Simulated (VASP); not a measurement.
A run of VASP 6.6.1 is set up as follows.

The input INCAR:

```
  PREC = Accurate
  ENCUT = 600
  EDIFF = 1E-6
  ISMEAR = 0
  SIGMA = 0.15
  LREAL = F
  LASPH = T
  NELM = 80
  ALGO = Normal
  ISIF = 3
  LWAVE = F
  LCHARG = F
  GGA = PE
  IBRION = 2
  NSW = 36
  EDIFFG = -0.08
```

File KPOINTS:

```
regular mesh
0
Gamma
  3 3 2
```

The input POSCAR:

```
Ta3BN3
1.0
    4.4980143700      0.0000000000      0.0000000000
    0.0000000000      4.4980143700      0.0000000000
    0.0000000000      0.0000000000      5.3502814200
Ta B N
3 1 3
Direct
    0.5000000000      0.0000000000      0.3261469100
    0.0000000000      0.5000000000      0.3261469100
    0.0000000000      0.0000000000      0.0769174800
    0.0000000000      0.0000000000      0.7423020800
    0.5000000000      0.0000000000      0.9285469300
    0.0000000000      0.5000000000      0.9285469300
    0.5000000000      0.5000000000      0.5472737300
```

Potentials or basis: VASP PAW PBE potentials, release 64 (Ta_pv, B, N).

Command:

```bash
$ cat potpaw_PBE.64/Ta_pv/POTCAR potpaw_PBE.64/B/POTCAR potpaw_PBE.64/N/POTCAR > POTCAR
$ mpirun -np 1 vasp_std > vasp.out
```

Question: What does it give for the band gap on the k mesh?

Answer: Zero (an odd number of electrons rules out a gap without spin polarisation).

Question: Predict the relaxed cell.

Answer: a = 4.362 Å, b = 4.362 Å, c = 4.340 Å, α = 90.00°, β = 90.00°, γ = 90.00°.

Final structure:
```
CELL_PARAMETERS angstrom
4.36164 0.00000 0.00000
0.00000 4.36164 0.00000
0.00000 0.00000 4.33962
ATOMIC_POSITIONS crystal
Ta 0.50000 0.00000 0.47883
Ta 0.00000 0.50000 0.47883
Ta 0.00000 0.00000 0.98198
B 0.00000 0.00000 0.48124
N 0.50000 0.00000 0.98521
N 0.00000 0.50000 0.98521
N 0.50000 0.50000 0.48457
```

Caveat: spin-orbit coupling is left out, which moves the levels of the heavy elements; an odd number of electrons without spin polarisation forces a metal; a magnetic or distorted state may lie lower.
